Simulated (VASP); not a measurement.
Here is a VASP 6.6.1 calculation.

POSCAR

```
TaRu
1.0
    3.1287378402      0.0000000000      0.0000000000
    0.0000000000      3.1287378402      0.0000000000
    0.0000000000      0.0000000000      3.1287378402
Ta Ru
1 1
Direct
    0.5000000000      0.5000000000      0.5000000000
    0.0000000000      0.0000000000      0.0000000000
```

Contents of INCAR.step1:

```
SYSTEM = TaRu
  PREC = Accurate
  ENCUT = 520
  ISMEAR = 1
  SIGMA = 0.1
  LREAL = .False.
  LASPH = .True.
  NELM = 60
  NBANDS = 20
  GGA = PE
  ALGO = Normal
  EDIFF = 1E-4
  LWAVE = .True.
  LCHARG = .False.
```

File INCAR.step2:

```
SYSTEM = TaRu
  PREC = Accurate
  ENCUT = 520
  EDIFF = 1E-7
  ISMEAR = 1
  SIGMA = 0.1
  LREAL = .False.
  LASPH = .True.
  NELM = 60
  ALGO = Normal
  ISIF = 2
  LWAVE = .False.
  LCHARG = .False.
  METAGGA = R2SCAN
  LMIXTAU = .True.
  NBANDS = 20
  ISTART = 1
```

The input KPOINTS:

```
Automatic mesh
0
Gamma
  4 4 4
  0.5 0.5 0.5
```

Potentials or basis: VASP PAW PBE potentials, release 64 (Ta_pv, Ru_pv).

Launch:

```bash
$ cat potpaw_PBE.64/Ta_pv/POTCAR potpaw_PBE.64/Ru_pv/POTCAR > POTCAR
$ cp INCAR.step1 INCAR
$ mpirun -np 1 vasp_std > vasp.out
$ cp INCAR.step2 INCAR
$ mpirun -np 1 vasp_std > vasp.out
```

Task: Estimate the pressure.

Result: 6.3 GPa.

Caveat: the k points lie up to 0.50 Å⁻¹ apart; the PAW data sets were made with another functional, which shifts forces and pressure a little.
